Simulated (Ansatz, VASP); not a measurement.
W4S: VASP beside Ansatz

```
W S
1.0
     5.16651    0.00000    0.00000
    -2.58326    4.47433    0.00000
     0.00000    0.00000    7.93851
W S
4 1
Direct
  0.00000 0.00000 0.35978
  0.00000 0.00000 0.64022
  0.33333 0.66667 0.00000
  0.66667 0.33333 0.00000
  0.00000 0.00000 0.50000
```

Alike in both runs: task single point; functional PBE; k mesh 6 × 6 × 2; occupations gaussian, width 0.1 eV; collinear spin.

|  | VASP | Ansatz |
| --- | --- | --- |
| version | VASP 6.6.1 | Ansatz 0.2.0 |
| potentials or method | VASP PAW PBE potentials, release 64 (W_sv, S), cutoff 520 eV | scalar-relativistic, plane waves, PAW |
| valence electrons in the cell | 62 | 62 |

```tsv
	VASP	Ansatz	Ansatz less VASP
gap on the k mesh at the Fermi level (eV)	none	none	-
rms of the force components (eV/Å)	98.368	124.006	+25.6381
net moment per atom (μB)	0.02	0.36	+0.344
size of the moment on the site where the two differ most (μB)	0.03	0.69	+0.654
```

The net moments are unlike, so the other rows may belong to different states. Site moments also hang on the region over which each program counts them. Atom by atom the forces differ by 25.638 eV/Å (rms over components). A gap of «none» marks a metal or a gap that the smearing closes. Ansatz's warnings: no starting moments.

The k mesh is coarse, so the values compare programs but aren't converged. Spin-orbit coupling is off throughout.
